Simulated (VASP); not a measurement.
A run of VASP 6.6.1 is set up as follows.

The input INCAR:

```
SYSTEM = CdSe
ALGO = Normal ; EDIFF = 1E-6
ENCUT = 520 ; GGA = PE
ISIF = 2 ; ISMEAR = 0
LASPH = .TRUE. ; LCHARG = .FALSE.
LREAL = .FALSE. ; LWAVE = .FALSE.
NBANDS = 16 ; NELM = 100
PREC = Accurate ; SIGMA = 0.05
```

The input KPOINTS:

```
k-points
0
G
  10 10 10
  0 0 0
```

POSCAR

```
CdSe
1.0
   -0.2272687163      3.4082561409      3.0984146735
    3.0984146735     -0.2272687163      3.0984146735
    2.8711459572      3.1809874245      0.0000000000
Cd Se
1 1
Direct
    0.0000000000      0.0000000000      0.0000000000
    0.7500000000      0.7500000000      0.7500000000
```

Potentials or basis: VASP PAW PBE potentials, release 64 (Cd, Se).

Command:

```sh
$ cat potpaw_PBE.64/Cd/POTCAR potpaw_PBE.64/Se/POTCAR > POTCAR
$ mpirun -np 1 vasp_std > vasp.out
```

Question: Estimate the pressure.

Answer: -2.3 GPa.

Question: Estimate the band gap on the k mesh.

Answer: 0.35 eV.

Stress tensor (GPa, compression positive):
```
-1.59  3.49  0.00
 3.49 -3.47  0.00
 0.00  0.00 -1.85
```

Caveat: the cell differs from its parent crystal (engineering shear strain xz -0.1467, normal strain along z +0.1000); semilocal functionals underestimate gaps, and a narrow one can read as zero.
